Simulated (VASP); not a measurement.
Cd: single point with PBEsol

Cd:

```
Cd
1.0
     0.00000    2.13628    2.13628
     2.13628    0.00000    2.13628
     2.13628    2.13628    0.00000
Cd
1
Direct
  0.00000 0.00000 0.00000
```

This isn't the form of Cd at room conditions, which is hcp.

* Program: VASP 6.6.1
* Task: single point
* Functional: PBEsol
* Potentials or basis: VASP PAW PBE potentials, release 64 (Cd)
* Cutoff: 500 eV
* k mesh: 16 × 16 × 16
* Occupations: methfessel-paxton, width 0.1 eV
* Spin: no spin polarisation
* Dipole correction: no
* Further INCAR settings: ALGO = Normal; EDIFF = 1e-06; NBANDS = 12

- Pressure: 5.5 GPa
- Band gap on the k mesh: zero (bands 6 and 7 overlap by 3.27 eV)

Levels at points of the mesh, in eV from the Fermi level:
```
           k point  band 2  band 3  band 4  band 5  band 6  band 7  band 8  band 9  band 10  band 11
(0.00, 0.00, 0.00)   -9.45   -9.45   -9.45   -8.87   -8.87   14.24   16.00   16.00    16.00    19.64
(0.50, 0.00, 0.00)   -9.45   -9.45   -8.40   -8.40   -2.87   -1.17   13.30   13.52    13.52    17.50
(0.50, 0.50, 0.00)  -10.23   -8.42   -8.27   -8.27   -1.18    1.78    7.11    7.11    11.85    12.08
```

Wall time 17 s on 1 thread of Intel(R) Xeon(R) Platinum 8259CL CPU @ 2.50GHz (Skylake/Cascade Lake) (shared host), peak memory 0.16 GiB.

Caveat: the cell stands under pressure; the PAW data sets were made with another functional, which shifts forces and pressure a little.
